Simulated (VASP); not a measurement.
# TaWC2 (R-3m) in VASP: further runs

The runs below take TaWC2 through single point, with LDA.

Program: VASP 6.6.1. These are calculated values, not measurements. Logs are shortened: lines on timing, memory, paths and dates and some standing lists are left out, and cuts for length are marked.

**1. The cell of the first run**

It takes space group R-3m (No. 166, trigonal). The conventional cell has a = 3.205 Å, b = 3.205 Å, c = 15.605 Å, α = 90.00°, β = 90.00°, γ = 120.00°. Within 3.0 Å of W (site symmetry -3m) lie 6 C at 2.25 Å. Within 3.0 Å of Ta (site symmetry -3m) lie 6 C at 2.27 Å. C (site symmetry 3m) has 3 W at 2.25 Å and 3 Ta at 2.27 Å within 3.0 Å.

**2. Single point, LDA**

File INCAR:

```
SYSTEM = TaWC2
ALGO     = Normal         ! electronic algorithm
EDIFF    = 1E-6           ! SCF threshold, eV
ENCUT    = 700            ! plane-wave cutoff, eV
GGA      = CA             ! functional
GGA_COMPAT= .False.      
ISIF     = 2              ! what is computed and relaxed
ISMEAR   = -1             ! smearing method
LASPH    = .True.         ! aspherical terms in the spheres
LCHARG   = .True.         ! write CHGCAR
LELF     = .True.         ! ELF
LREAL    = .False.        ! projectors in reciprocal space
LVHAR    = .True.       
LWAVE    = .False.        ! write WAVECAR
NBANDS   = 26             ! bands
NELM     = 120            ! most SCF steps
PREC     = Accurate       ! precision mode
SIGMA    = 0.05           ! smearing width, eV
```

File KPOINTS:

```
k-points
0
Gamma
  10 10 10
  0 0 0
```

File POSCAR:

```
TaWC2
1.0
    1.6026836620      0.9253098436      5.2016768326
   -1.6026836620      0.9253098436      5.2016768326
    0.0000000000     -1.8506196874      5.2016768326
W Ta C
1 1 2
Direct
    0.0000000000      0.0000000000      0.0000000000
    0.5000000000      0.5000000000      0.5000000000
    0.2509330000      0.2509330000      0.2509330000
    0.7490670000      0.7490670000      0.7490670000
```

Potentials or basis: VASP PAW LDA potentials, release 64 (W_sv, Ta_sv_GW, C).

On the command line:

```console
$ cat potpaw_LDA.64/W_sv/POTCAR potpaw_LDA.64/Ta_sv_GW/POTCAR potpaw_LDA.64/C/POTCAR > POTCAR
$ mpirun -np 1 vasp_std > vasp.out
```

OUTCAR:

```text
SYSTEM = TaWC2
   EDIFF = 1E-6
   ENCUT = 700
   GGA = CA
   ISIF = 2
   ISMEAR = -1
   LASPH = .True.
   LREAL = .False.
   NELM = 120
   PREC = Accurate

 ion  position               nearest neighbor table
   1  0.000  0.000  0.000-   4 2.25   4 2.25   3 2.25   3 2.25   4 2.25   3 2.25   2 3.19   2 3.19
                             2 3.19   2 3.19   2 3.19   2 3.19
   2  0.500  0.500  0.500-   3 2.27   3 2.27   4 2.27   4 2.27   3 2.27   4 2.27   1 3.19   1 3.19
                             1 3.19   1 3.19   1 3.19   1 3.19
   3  0.251  0.251  0.251-   1 2.25   1 2.25   1 2.25   2 2.27   2 2.27   2 2.27
   4  0.749  0.749  0.749-   1 2.25   1 2.25   1 2.25   2 2.27   2 2.27   2 2.27

  LATTYP: Found a trigonal (rhomboedric) cell.
 ALAT       =     5.5210719157
 COS(alpha) =     0.8314693846

  Lattice vectors:

 A1 = (   1.6026836620,   0.9253098436,   5.2016768326)
 A2 = (  -1.6026836620,   0.9253098436,   5.2016768326)
 A3 = (   0.0000000000,  -1.8506196874,   5.2016768326)

Analysis of symmetry for initial positions (statically):
=====================================================================
 Subroutine PRICEL returns:
 Original cell was already a primitive cell.

 Routine SETGRP: Setting up the symmetry group for a
 trigonal (rhombohedral) supercell.

 Subroutine GETGRP returns: Found 12 space group operations
 (whereof 12 operations were pure point group operations)
 out of a pool of 12 trial point group operations.

The static configuration has the point symmetry D_3d.

Analysis of symmetry for dynamics (positions and initial velocities):
=====================================================================
 Subroutine PRICEL returns:
 Original cell was already a primitive cell.

 Routine SETGRP: Setting up the symmetry group for a
 trigonal (rhombohedral) supercell.

 Subroutine GETGRP returns: Found 12 space group operations
 (whereof 12 operations were pure point group operations)
 out of a pool of 12 trial point group operations.

The dynamic configuration has the point symmetry D_3d.

 Subroutine INISYM returns: Found 12 space group operations
 (whereof 12 operations are pure point group operations),
 and found     1 'primitive' translations

----------------------------------------------------------------------------------------

                                     Primitive cell

  volume of cell :      46.2839

[... 91 lines left out ...]
   NELM   =    120;   NELMIN=  2; NELMDL= -5     # of ELM steps
   EDIFF  = 0.1E-05   stopping-criterion for ELM
   LREAL  =      F    real-space projection
   EDIFFG = 0.1E-04   stopping-criterion for IOM
   NSW    =      0    number of steps for IOM
   IBRION =     -1    ionic relax: 0-MD 1-quasi-New 2-CG
   NFREE  =      0    steps in history (QN), initial steepest desc. (CG)
   ISIF   =      2    stress and relaxation
   ISYM   =      2    0-nonsym 1-usesym 2-fastsym
   POTIM  = 0.5000    time-step for ionic-motion
   TEBEG  =    0.0;   TEEND  =   0.0 temperature during run
   PSTRESS=    0.0 pullay stress
   NELECT =      35.0000    total number of electrons
   NUPDOWN=      -1.0000    fix difference up-down
   EMIN   =  10.00;   EMAX   =-10.00  energy-range for DOS
   EFERMI =   0.00;   METHOD = LEGACY
   ISMEAR =    -1;   SIGMA  =   0.05  broadening in eV -4-tet -1-fermi 0-gaus
   EFERMI_NEDOS =   21; number of points for ismear=-14 and -15
   IALGO  =     38    algorithm
   IMIX   =      4    mixing-type and parameters
     AMIX     =   0.40;   BMIX     =  1.00
     AMIX_MAG =   1.60;   BMIX_MAG =  1.00
  volume/ion in A,a.u.               =      11.57        78.08
  Fermi-wavevector in a.u.,A,eV,Ry     =   1.491492  2.818512 30.266825  2.224549
  Thomas-Fermi vector in A             =   2.604140
   LORBIT       =      0    0 simple, 1 ext, 2 COOP (PROOUT), +10 PAW based schemes
   GGA     = CA    functional components
   LHFCALC =     F    Hartree Fock is set to
   AEXX    =    0.0000 exact exchange contribution
   IVDW    =     0    specifies the selected vdW correction
   LEPSILON=     F    determine dielectric tensor
   LRPA    =     F    only Hartree local field effects (RPA)
 non-spin polarized calculation
  energy-cutoff  :      700.00
  volume of cell :       46.28
 maximum number of plane-waves:      1961
   NGX = 23   NGY = 23   NGZ = 23

 number of electron      34.9999999 magnetization

 Free energy of the ion-electron system (eV)
  ---------------------------------------------------
  ext. energy  EPLUGINS =         0.00000000
  ---------------------------------------------------
  free energy    TOTEN  =       -50.20435467 eV

  energy without entropy =      -50.18828460  energy(sigma->0) =      -50.19631964

 E-fermi :  11.2779     XC(G=0): -13.4517

 val. band max:       11.2763053915   @ k =   0.4000   0.2000   0.0000
 cond. band min:      11.2944067747   @ k =  -0.3000   0.1000  -0.0000
 fundamental gap:      0.0181013832
 Fermi energy:        11.2778667342

 k-point     1 :       0.0000    0.0000    0.0000
  band No.  band energies     occupation
      1     -63.6282      2.00000
      2     -57.4854      2.00000
      3     -28.0835      2.00000
      4     -27.9470      2.00000
      5     -27.9470      2.00000
      6     -24.2620      2.00000
[... 685 lines left out ...]
     25      17.3836      0.00000
     26      18.3586      0.00000

 [... further k-points ...]

------------------------ aborting loop because EDIFF is reached ----------------------------------------

  FORCE on cell =-STRESS in cart. coord.  units (eV):
  Direction    XX          YY          ZZ          XY          YZ          ZX
  --------------------------------------------------------------------------------------
  -------------------------------------------------------------------------------------
  Total       -9.0691026     -9.0691026     -9.0501959      0.0000000      0.0000000      0.0000000
  in kB     -313.9390137   -313.9390137   -313.2845316      0.0000000      0.0000000      0.0000000
  external PRESSURE =    -313.7208530 kB  Pullay stress =       0.0000000 kB

 VOLUME and BASIS-vectors are now :
 -----------------------------------------------------------------------------
  energy-cutoff  :      700.00
  volume of cell :       46.28
      direct lattice vectors                 reciprocal lattice vectors
     1.602683662  0.925309844  5.201676833     0.311976725  0.180119846  0.064081900
    -1.602683662  0.925309844  5.201676833    -0.311976725  0.180119846  0.064081900
     0.000000000 -1.850619687  5.201676833     0.000000000 -0.360239692  0.064081900

 POSITION                                       TOTAL-FORCE (eV/Angst)
 -----------------------------------------------------------------------------------
      0.00000      0.00000      0.00000        -0.000000      0.000000      0.000000
      0.00000     -0.00000      7.80252         0.000000     -0.000000     -0.000000
      0.00000     -0.00000      3.91582        -0.000000     -0.000000      0.046803
      0.00000     -0.00000     11.68921        -0.000000      0.000000     -0.046803
 -----------------------------------------------------------------------------------
    total drift:                                0.000000      0.000000     -0.000000

  FREE ENERGIE OF THE ION-ELECTRON SYSTEM (eV)
  ---------------------------------------------------
  free  energy   TOTEN  =       -50.2043546735 eV

  energy  without entropy=      -50.1882846009  energy(sigma->0) =      -50.19631964
```

stdout:

```text
POSCAR found type information on POSCAR W TaC
 POSCAR found :  3 types and       4 ions
 scaLAPACK will be used
 LDA part: xc-table for (Slater(with rela. corr.)+CA(PZ))
 , standard interpolation
 POSCAR, INCAR and KPOINTS ok, starting setup
 FFT: planning ... GRIDC
 FFT: planning ... GRID_SOFT
 FFT: planning ... GRID
 WAVECAR not read
 entering main loop
```

It took 6.6 min on 1 thread of Intel Xeon Platinum 8259CL at 2.50GHz (Skylake/Cascade Lake), shared host; peak memory 0.44 GiB.

What came out:

```
Free energy            : -50.2044 eV
Pressure               : -31.4 GPa
Largest force          : 0.047 eV/Å
Band gap on the k mesh : zero (an odd number of electrons rules out a gap without spin polarisation)
```

Forces on the atoms (eV/Å):
```
W    0.000  0.000  0.000
Ta   0.000  0.000  0.000
C    0.000  0.000  0.047
C    0.000  0.000 -0.047
```

Caveat: the cell stands under tension; spin-orbit coupling is left out, which moves the levels of the heavy elements; an odd number of electrons without spin polarisation forces a metal; a magnetic or distorted state may lie lower.

[end of part 1 of 3]
